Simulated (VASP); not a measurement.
SiNi: single point with LDA

Crystal: SiNi.

```
Ni Si
1.0
     2.96226    0.00000    0.00000
     0.00000    3.30205    0.00000
     0.00000    0.00000    4.70842
Ni Si
2 2
Cartesian
  1.4811 1.6510 1.6126
  0.0000 0.0000 3.0958
  1.4811 1.6510 3.9699
  0.0000 0.0000 0.7385
```

* Program: VASP 6.6.1
* Task: single point
* Functional: LDA
* Potentials or basis: VASP PAW LDA potentials, release 64 (Ni_sv_GW, Si)
* Cutoff: 590 eV
* k mesh: 9 × 8 × 6
* Occupations: fermi-dirac, width 0.05 eV
* Spin: collinear spin, ferromagnetic start
* Starting moments: [1.0, 1.0, 0.0, 0.0] μB

| Quantity | Value |
| --- | --- |
| Pressure | -10.3 GPa |
| Largest force | 0.262 eV/Å |
| Band gap on the k mesh | zero (filled and empty bands overlap) |
| Net moment | 0.00 μB per cell |
| Valence electrons inside the program's atomic spheres | Ni 16.51; Si 1.62 |

Forces in eV/Å, atoms in the order of the input:
```
Ni   0.000  0.000 -0.041
Ni   0.000  0.000  0.041
Si   0.000  0.000 -0.262
Si   0.000  0.000  0.262
```

Stress tensor (GPa, compression positive):
```
 -8.65   0.00   0.00
  0.00  -9.48   0.00
  0.00   0.00 -12.80
```

Levels at points of the mesh, in eV from the Fermi level:
Spin up:
```csv
k point,band 19,band 20,band 21,band 22,band 23,band 24,band 25,band 26
"(0.00, 0.00, 0.00)",-2.31,-2.04,-1.99,-1.34,1.20,2.64,5.06,5.52
"(0.00, 0.50, 0.00)",-2.24,-2.24,-2.17,-2.17,1.11,1.11,4.89,4.89
"(0.00, 0.00, 0.50)",-2.68,-2.09,1.08,1.58,1.94,2.36,2.84,3.57
"(0.00, 0.50, 0.50)",-2.03,-2.03,-2.03,-2.03,5.16,5.16,5.29,5.29
```
Spin down:
```
           k point  band 18  band 19  band 20  band 21  band 22  band 23  band 24  band 25  band 26  band 27
(0.00, 0.00, 0.00)    -2.68    -2.31    -2.04    -1.99    -1.34     1.20     2.64     5.06     5.52     7.07
(0.00, 0.50, 0.00)    -2.74    -2.24    -2.24    -2.17    -2.17     1.11     1.11     4.89     4.89     7.80
(0.00, 0.00, 0.50)    -2.76    -2.68    -2.09     1.08     1.58     1.94     2.36     2.84     3.57     4.42
(0.00, 0.50, 0.50)    -2.54    -2.03    -2.03    -2.03    -2.03     5.16     5.16     5.29     5.29     7.08
```

Wall time 7.9 min on 1 thread of Intel(R) Xeon(R) Platinum 8488C (Sapphire Rapids), on a shared host, peak memory 0.39 GiB.

Caveat: the cell stands under tension.
